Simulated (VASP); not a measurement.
Write the native input for VASP 6.6.1 that does the following.

```yaml
Task: single point
Functional: r2SCAN
Potentials_or_basis: VASP PAW PBE potentials, release 64 (Ga_d, N)
Cutoff: 660 eV
k_mesh: 12 × 12 × 6
Occupations: gaussian, width 0.02 eV
Spin: no spin polarisation
Dipole_correction: no
Further_INCAR_settings: ALGO = Normal; EDIFF = 1e-06; NBANDS = 26
```

GaN (scanat):

```
Ga N
1.0
     3.18270    0.00000    0.00000
    -1.59135    2.75630    0.00000
     0.00000    0.00000    5.18528
Ga N
2 2
Direct
  0.66667 0.33333 0.49919
  0.33333 0.66667 0.99919
  0.66667 0.33333 0.87581
  0.33333 0.66667 0.37581
```

These files were run (other wordings do the same):

POSCAR

```
GaN
1.0
    3.1826970570      0.0000000000      0.0000000000
   -1.5913485285      2.7562965039      0.0000000000
    0.0000000000      0.0000000000      5.1852801935
Ga N
2 2
Direct
    0.6666666667      0.3333333333      0.4991862216
    0.3333333333      0.6666666667      0.9991862216
    0.6666666667      0.3333333333      0.8758137784
    0.3333333333      0.6666666667      0.3758137784
```

INCAR.step1

```
SYSTEM = GaN
ALGO = Normal
EDIFF = 1E-5
ENCUT = 660
GGA = PE
GGA_COMPAT = .FALSE.
ISMEAR = 0
LASPH = .TRUE.
LCHARG = .FALSE.
LREAL = .FALSE.
LWAVE = .TRUE.
NBANDS = 26
NELM = 120
PREC = Accurate
SIGMA = 0.02
```

INCAR.step2

```
SYSTEM = GaN
ALGO = Normal
EDIFF = 1E-6
ENCUT = 660
GGA_COMPAT = .FALSE.
ISIF = 2
ISMEAR = 0
ISTART = 1
LASPH = .TRUE.
LCHARG = .FALSE.
LMIXTAU = .TRUE.
LREAL = .FALSE.
LWAVE = .FALSE.
METAGGA = R2SCAN
NBANDS = 26
NELM = 120
PREC = Accurate
SIGMA = 0.02
```

KPOINTS

```
k-points
0
G
  12 12 6
  0 0 0
```

Potentials or basis: VASP PAW PBE potentials, release 64 (Ga_d, N).

Run with:

```bash
$ cat potpaw_PBE.64/Ga_d/POTCAR potpaw_PBE.64/N/POTCAR > POTCAR
$ cp INCAR.step1 INCAR
$ mpirun -np 1 vasp_std > vasp.out
$ cp INCAR.step2 INCAR
$ mpirun -np 1 vasp_std > vasp.out
```

It gave:

```json
{"Pressure": "1.0 GPa", "Band gap on the k mesh": "2.34 eV, direct"}
```

Caveat: the PAW data sets were made with another functional, which shifts forces and pressure a little.

It took 19 min on 1 thread of AMD EPYC 7571, on a shared host, peak memory 0.24 GiB.
